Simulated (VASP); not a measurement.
Write the native input for VASP 6.6.1 that does the following.

```
Task                   : single point
Functional             : PBE
Potentials or basis    : VASP PAW PBE potentials, release 64 (Al, As)
Cutoff                 : 500 eV
k mesh                 : 6 × 6 × 6
Occupations            : gaussian, width 0.01 eV
Spin                   : no spin polarisation
Dipole correction      : no
Further INCAR settings : ALGO = Normal; EDIFF = 1e-06; NBANDS = 11
```

The structure of AlAs lies in POSCAR:

```
AlAs
1.0
    0.0000000000      2.8304000000      2.8304000000
    2.8304000000      0.0000000000      2.8304000000
    2.8304000000      2.8304000000      0.0000000000
Al As
1 1
Direct
    0.0000000000      0.0000000000      0.0000000000
    0.2500000000      0.2500000000      0.2500000000
```

The input as run:

INCAR

```
  PREC = Accurate
  ENCUT = 500
  EDIFF = 1E-6
  ISMEAR = 0
  SIGMA = 0.01
  LREAL = False
  LASPH = True
  NELM = 120
  ALGO = Normal
  ISIF = 2
  LWAVE = False
  LCHARG = True
  GGA = PE
  LELF = True
  LVHAR = True
  NBANDS = 11
  GGA_COMPAT = False
```

KPOINTS

```
regular mesh
0
Gamma
  6 6 6
```

Potentials or basis: VASP PAW PBE potentials, release 64 (Al, As).

Run with:

```console
$ cat potpaw_PBE.64/Al/POTCAR potpaw_PBE.64/As/POTCAR > POTCAR
$ mpirun -np 1 vasp_std > vasp.out
```

Results of the run:

The pressure is 2.8 GPa and the band gap on the k mesh is 1.43 eV, indirect (least direct gap 2.06 eV).

It took 18 s on 1 thread of Intel Xeon 8259CL, on a shared host, peak memory 0.16 GiB.
